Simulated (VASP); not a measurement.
Wanted: the native input for a VASP 6.6.1 run.

| Item | Value |
| --- | --- |
| Task | single point |
| Functional | LDA |
| Potentials or basis | VASP PAW LDA potentials, release 64 (Ru_sv) |
| Cutoff | 560 eV |
| k mesh | 7 × 7 × 7 |
| Occupations | fermi-dirac, width 0.1 eV |
| Spin | no spin polarisation |
| Dipole correction | no |
| Further INCAR settings | ALGO = Normal; EDIFF = 1e-06; NBANDS = 23 |

The structure of Ru lies in POSCAR:

```
Ru
1.0
    0.0000000000      2.6568182058      2.6568182058
    2.6568182058      0.0000000000      2.6568182058
    2.6568182058      2.6568182058      0.0000000000
Ru
2
Direct
    1.0000000000      1.0000000000      1.0000000000
    0.2500000000      0.2500000000      0.2500000000
```

This isn't the form of Ru at room conditions, which is hcp.

The input as run:

INCAR

```
SYSTEM = Ru
PREC = Accurate
ENCUT = 560
EDIFF = 1E-6
ISMEAR = -1
SIGMA = 0.1
LREAL = .False.
LASPH = .True.
NELM = 120
ALGO = Normal
ISIF = 2
LWAVE = .False.
LCHARG = .True.
GGA = CA
LELF = .True.
LVHAR = .True.
NBANDS = 23
GGA_COMPAT = .False.
```

KPOINTS

```
Automatic mesh
0
Gamma
  7 7 7
  0 0 0
```

Potentials or basis: VASP PAW LDA potentials, release 64 (Ru_sv).

Run with:

```sh
$ cat potpaw_LDA.64/Ru_sv/POTCAR > POTCAR
$ mpirun -np 1 vasp_std > vasp.out
```

It gave:

| Item | Value |
| --- | --- |
| Pressure | 5.2 GPa |
| Band gap on the k mesh | zero (bands 16 and 17 overlap by 1.01 eV) |

Caveat: the cell stands under pressure.

It took 23 s on 1 thread of AMD EPYC 7R43 64-Core Processor (Zen 3) (shared host), peak memory 0.11 GiB.
